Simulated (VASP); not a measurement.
A run of VASP 6.6.1:

INCAR

```
ALGO     = Normal         # electronic algorithm
EDIFF    = 1E-6           # SCF threshold, eV
EDIFFG   = -0.03          # ionic threshold
ENCUT    = 520            # plane-wave cutoff, eV
GGA      = PE             # functional
IBRION   = 2              # ionic algorithm
ISIF     = 2              # what is computed and relaxed
ISMEAR   = 0              # smearing method
LASPH    = True           # aspherical terms in the spheres
LCHARG   = False          # write CHGCAR
LREAL    = Auto         
LWAVE    = False          # write WAVECAR
NELECT   = 66.0         
NELM     = 60             # most SCF steps
NSW      = 80             # ionic steps
PREC     = Accurate       # precision mode
SIGMA    = 0.05           # smearing width, eV
```

File KPOINTS:

```
k-points
0
Gamma
  2 2 2
```

POSCAR

```
LiSi16
1.0
    0.0000000000      5.4300000000      5.4300000000
    5.4300000000      0.0000000000      5.4300000000
    5.4300000000      5.4300000000      0.0000000000
Si Li
16 1
Direct
    0.0000000000      0.0000000000      0.0000000000
    0.1250000000      0.1250000000      0.1250000000
    0.0000000000      0.0000000000      0.5000000000
    0.1250000000      0.1250000000      0.6250000000
    0.0000000000      0.5000000000      0.0000000000
    0.1250000000      0.6250000000      0.1250000000
    0.0000000000      0.5000000000      0.5000000000
    0.1250000000      0.6250000000      0.6250000000
    0.5000000000      0.0000000000      0.0000000000
    0.6250000000      0.1250000000      0.1250000000
    0.5000000000      0.0000000000      0.5000000000
    0.6250000000      0.1250000000      0.6250000000
    0.5000000000      0.5000000000      0.0000000000
    0.6250000000      0.6250000000      0.1250000000
    0.5000000000      0.5000000000      0.5000000000
    0.6250000000      0.6250000000      0.6250000000
    1.2488697500      0.2433470800      0.2547406200
```

Potentials or basis: VASP PAW PBE potentials, release 64 (Si, Li_sv).

Launch:

```console
$ cat potpaw_PBE.64/Si/POTCAR potpaw_PBE.64/Li_sv/POTCAR > POTCAR
$ mpirun -np 1 vasp_std > vasp.out
```

Hardware: 1 thread of Intel(R) Xeon(R) Platinum 8559C (Emerald Rapids), with other jobs on the host.

How long does it take, and how much memory?

Run time: 9.1 min on 1 thread of Intel(R) Xeon(R) Platinum 8559C (Emerald Rapids), with other jobs on the host, peak memory 0.54 GiB. Counts: scf iterations 47, k points 8, ion steps 8.
